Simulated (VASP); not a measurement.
Input of a VASP 6.6.1 run:

Contents of INCAR:

```
SYSTEM = GaSb
  ALGO = Normal
  EDIFF = 1E-6
  ENCUT = 520
  GGA = PS
  ISIF = 2
  ISMEAR = 0
  LASPH = .TRUE.
  LCHARG = .TRUE.
  LELF = .TRUE.
  LREAL = .FALSE.
  LVHAR = .TRUE.
  LWAVE = .FALSE.
  NBANDS = 16
  NELM = 100
  PREC = Accurate
  SIGMA = 0.1
```

KPOINTS

```
k-points
0
G
  16 16 16
  0 0 0
```

File POSCAR:

```
GaSb
1.0
   -2.7165073684      2.7165073684      1.5482526358
    2.7165073684     -2.7165073684      1.5482526358
    2.7165073684      2.7165073684     -1.5482526358
Ga Sb
1 1
Direct
    0.2500000000      0.7500000000      0.5000000000
    0.0000000000      0.0000000000      0.0000000000
```

Potentials or basis: VASP PAW PBE potentials, release 64 (Ga_d, Sb).

The run is started by

```bash
$ cat potpaw_PBE.64/Ga_d/POTCAR potpaw_PBE.64/Sb/POTCAR > POTCAR
$ mpirun -np 1 vasp_std > vasp.out
```

Problem. What does it give for the band gap on the k mesh?

Solution. Zero (band 9 reaches 8.78 eV, above the bottom of band 10 at 3.88 eV).

Problem. Estimate the pressure.

Solution. 0.0 GPa.

Caveat: the PAW data sets were made with another functional, which shifts forces and pressure a little; spin-orbit coupling is left out, which moves the levels of the heavy elements.
